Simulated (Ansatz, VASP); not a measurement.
# Two plane-wave programs on SiSe

INCAR

```
SYSTEM = SiSe
PREC     = Accurate       ! precision mode
ENCUT    = 600            ! plane-wave cutoff, eV
EDIFF    = 1E-7           ! SCF threshold, eV
ISMEAR   = 0              ! smearing method
SIGMA    = 0.1            ! smearing width, eV
LREAL    = .False.        ! projectors in reciprocal space
LASPH    = .True.         ! aspherical terms in the spheres
NELM     = 100            ! most SCF steps
ALGO     = Normal         ! electronic algorithm
ISIF     = 3              ! what is computed and relaxed
LWAVE    = .False.        ! write WAVECAR
LCHARG   = .False.        ! write CHGCAR
GGA      = PE             ! functional
IBRION   = 2              ! ionic algorithm
NSW      = 90             ! ionic steps
EDIFFG   = -0.04          ! ionic threshold
```

Contents of KPOINTS:

```
Automatic mesh
0
Gamma
  6 6 6
  0 0 0
```

Contents of POSCAR:

```
SiSe
1.0
    0.0000000000      2.8400277228      2.8400277228
    2.8400277228      0.0000000000      2.8400277228
    2.8400277228      2.8400277228      0.0000000000
Si Se
1 1
Direct
    0.0000000000      0.0000000000      0.0000000000
    0.7500000000      0.7500000000      0.7500000000
```

Input for Ansatz:

```yaml
crystal:
  lattice:
    - [0.0, 2.8400277228, 2.8400277228]
    - [2.8400277228, 0.0, 2.8400277228]
    - [2.8400277228, 2.8400277228, 0.0]
  atoms:
    - { symbol: Si, position: [0.0, 0.0, 0.0] }
    - { symbol: Se, position: [0.75, 0.75, 0.75] }
basis:
  ecutwfc: 420
kpoints:
  mp_grid: { grid: [6, 6, 6] }
hamiltonian:
  xc: pbe
scf:
  occupations: { method: gaussian, width: 0.1 }
  lower_state_search: "off"
output:
  forces: true
  stress: true
  eigenvalues: true
relax:
  adjacent_minimum: "off"
  f_tol: 0.04
  max_steps: 70
  cell: { stress_tol: 0.4 }
```

Alike in both runs: task relaxation of cell and atoms; functional PBE; k mesh 6 × 6 × 6; occupations gaussian, width 0.1 eV; no spin polarisation.

|  | VASP | Ansatz |
| --- | --- | --- |
| version | VASP 6.6.1 | Ansatz 0.2.0 |
| potentials or method | VASP PAW PBE potentials, release 64 (Si, Se), cutoff 600 eV | scalar-relativistic, plane waves, PAW |
| valence electrons in the cell | 10 | 20 |

Ansatz gave:

* gap on the k mesh at the Fermi level, each at its own relaxed structure (eV): none
* relaxed volume (Å³/atom): 29.04
* relaxed cell length with the largest relative difference (Å): 4.347

Problem. What did VASP give for the same quantities?

Solution. gap on the k mesh at the Fermi level, each at its own relaxed structure (eV): none; relaxed volume (Å³/atom): 29.26; relaxed cell length with the largest relative difference (Å): 4.358.

A gap of «none» marks a metal or a gap that the smearing closes. VASP's potentials hold 10 valence electrons a cell and Ansatz's 20, so a difference there can come from the potentials and not from the codes.

Noted on VASP's run: the volume moved by over 15 % at a fixed basis, so the end points are rough.
